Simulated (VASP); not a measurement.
Write the native input for VASP 6.6.1 that does the following.

| Quantity | Value |
| --- | --- |
| Task | single point |
| Functional | revPBE |
| Dispersion | D3(BJ) |
| Potentials or basis | VASP PAW PBE potentials, release 64 (Zr_sv, B) |
| Cutoff | 520 eV |
| k mesh | 10 × 10 × 10 |
| Occupations | fermi-dirac, width 0.05 eV |
| Spin | no spin polarisation |
| Dipole correction | no |
| Further INCAR settings | ALGO = Normal; EDIFF = 1e-06; NBANDS = 14 |

The structure of ZrB lies in POSCAR:

```
ZrB
1.0
    0.0000000000      2.4199984261      2.4199984261
    2.4199984261      0.0000000000      2.4199984261
    2.4199984261      2.4199984261      0.0000000000
Zr B
1 1
Direct
    0.0000000000      0.0000000000      0.0000000000
    0.5000000000      0.5000000000      0.5000000000
```

The input as run:

INCAR

```
  PREC = Accurate
  ENCUT = 520
  EDIFF = 1E-6
  ISMEAR = -1
  SIGMA = 0.05
  LREAL = False
  LASPH = True
  NELM = 60
  ALGO = Normal
  ISIF = 2
  LWAVE = False
  LCHARG = False
  GGA = RE
  IVDW = 12
  NBANDS = 14
```

KPOINTS

```
regular mesh
0
Gamma
  10 10 10
```

Potentials or basis: VASP PAW PBE potentials, release 64 (Zr_sv, B).

Run with:

```sh
$ cat potpaw_PBE.64/Zr_sv/POTCAR potpaw_PBE.64/B/POTCAR > POTCAR
$ mpirun -np 1 vasp_std > vasp.out
```

It gave:

- Pressure: 0.1 GPa
- Dispersion energy per atom: -0.738 eV

Caveat: the PAW data sets were made with another functional, which shifts forces and pressure a little; pairwise dispersion overbinds metals, which lowers pressure and volume.

It took 12 s on 1 thread of Intel(R) Xeon(R) Platinum 8488C (Sapphire Rapids) (shared host), peak memory 0.17 GiB.
